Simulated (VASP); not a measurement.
Set up this calculation in VASP 6.6.1, as the native input.

```
Task                   : relaxation of cell and atoms
Functional             : PBE
Potentials or basis    : VASP PAW PBE potentials, release 64 (Hf_pv, Te)
Cutoff                 : 500 eV
k mesh                 : 8 × 8 × 8
Occupations            : gaussian, width 0.1 eV
Spin                   : no spin polarisation
Dipole correction      : no
Further INCAR settings : ALGO = Normal; EDIFF = 1e-07; IBRION = 2; EDIFFG = -0.01; NSW = 100; ISIF = 3
```

The structure of HfTe4 lies in POSCAR:

```
HfTe4
1.0
    5.6370184830      0.0000000000      0.0000000000
    0.0000000000      5.6370184830      0.0000000000
    0.0000000000      0.0000000000      5.6370184830
Hf Te
1 4
Direct
    0.0000000000      0.0000000000      0.0000000000
    0.5000000000      0.5000000000      0.5000000000
    0.0000000000      0.5000000000      0.5000000000
    0.5000000000      0.0000000000      0.5000000000
    0.5000000000      0.5000000000      0.0000000000
```

These files were run (other wordings do the same):

INCAR

```
SYSTEM = HfTe4
PREC = Accurate
ENCUT = 500
EDIFF = 1E-7
ISMEAR = 0
SIGMA = 0.1
LREAL = .False.
LASPH = .True.
NELM = 120
ALGO = Normal
ISIF = 3
LWAVE = .False.
LCHARG = .False.
GGA = PE
IBRION = 2
NSW = 100
EDIFFG = -0.01
GGA_COMPAT = .False.
NELMIN = 4
```

KPOINTS

```
Automatic mesh
0
Gamma
  8 8 8
  0 0 0
```

Potentials or basis: VASP PAW PBE potentials, release 64 (Hf_pv, Te).

Run with:

```sh
$ cat potpaw_PBE.64/Hf_pv/POTCAR potpaw_PBE.64/Te/POTCAR > POTCAR
$ mpirun -np 1 vasp_std > vasp.out
```

It gave:

The relaxed volume is 35.71 Å³/atom. The relaxed cell is a = 5.631 Å, b = 5.631 Å, c = 5.631 Å, α = 90.00°, β = 90.00°, γ = 90.00°. The space group after relaxing (to 0.05 Å) is Pm-3m (No. 221) and the energy gained by relaxing is 0.0 meV/atom. The ionic steps are 2 and the pressure after relaxing is 0.0 GPa.

Run time: 4.8 min on 1 thread of Intel(R) Xeon(R) Platinum 8259CL CPU @ 2.50GHz (Skylake/Cascade Lake) (shared host), peak memory 0.34 GiB.
